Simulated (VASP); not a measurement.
Here is a VASP 6.6.1 calculation.

File INCAR:

```
  ALGO = Fast
  EDIFF = 1E-7
  EDIFFG = -0.01
  ENCUT = 600
  GGA = CA
  IBRION = 2
  ISIF = 4
  ISMEAR = 0
  ISPIN = 2
  LASPH = True
  LCHARG = False
  LMAXMIX = 4
  LORBIT = 11
  LREAL = False
  LWAVE = False
  MAGMOM = 1.72 1.72
  NELM = 150
  NSW = 60
  PREC = Accurate
  SIGMA = 0.05
```

The input KPOINTS:

```
k-points
0
Gamma
  20 20 12
```

File POSCAR:

```
Co
1.0
    2.4455547944      0.0000000000      0.0000000000
   -1.2227773972      2.1179125783      0.0000000000
    0.0000000000      0.0000000000      3.9439220662
Co
2
Direct
    0.3333333333      0.6666666667      0.2500000000
    0.6666666667      0.3333333333      0.7500000000
```

Potentials or basis: VASP PAW LDA potentials, release 64 (Co).

Command:

```sh
$ cat potpaw_LDA.64/Co/POTCAR > POTCAR
$ mpirun -np 1 vasp_std > vasp.out
```

Estimate the net moment.

3.02 μB per cell.

Predict the site moments.

Co +1.51 μB.

Final structure:
```cif
data_structure
_symmetry_space_group_name_H-M 'P 1'
_symmetry_Int_Tables_number 1
_cell_length_a 2.4462
_cell_length_b 2.4462
_cell_length_c 3.9419
_cell_angle_alpha 90.000
_cell_angle_beta 90.000
_cell_angle_gamma 120.000
_cell_volume 20.43
loop_
_atom_site_label
_atom_site_type_symbol
_atom_site_fract_x
_atom_site_fract_y
_atom_site_fract_z
_atom_site_occupancy
Co1 Co 0.33333 0.66667 0.25000 1
Co2 Co 0.66667 0.33333 0.75000 1
```
